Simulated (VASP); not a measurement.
Here is a VASP 6.6.1 calculation.

The input INCAR:

```
SYSTEM = AlNi3
ALGO = Fast
EDIFF = 1E-7
ENCUT = 520
GGA = PS
ISIF = 2
ISMEAR = 0
LASPH = .True.
LCHARG = .False.
LREAL = .False.
LWAVE = .False.
NBANDS = 24
NELM = 80
PREC = Accurate
SIGMA = 0.15
```

KPOINTS

```
k-points
0
Gamma
  14 14 14
  0 0 0
```

File POSCAR:

```
AlNi3
1.0
    0.0000000000      2.6411373350      2.7984078565
    2.9556783780      0.0000000000      2.7984078565
    2.9556783780      2.6411373350      0.0000000000
Al Ni
1 3
Direct
    0.5000000000      0.5000000000      0.5000000000
    0.2500000000      0.2500000000      0.2500000000
    0.0000000000      0.0000000000      0.0000000000
    0.7500000000      0.7500000000      0.7500000000
```

Potentials or basis: VASP PAW PBE potentials, release 64 (Al, Ni).

Launch:

```sh
$ cat potpaw_PBE.64/Al/POTCAR potpaw_PBE.64/Ni/POTCAR > POTCAR
$ mpirun -np 1 vasp_std > vasp.out
```

(1) Estimate the pressure.

Answers

(1) 1.0 GPa.

Caveat: the cell differs from its parent crystal (strain +0.0562 x Voigt [1, -1, 0, 0, 0, 0]); the PAW data sets were made with another functional, which shifts forces and pressure a little.
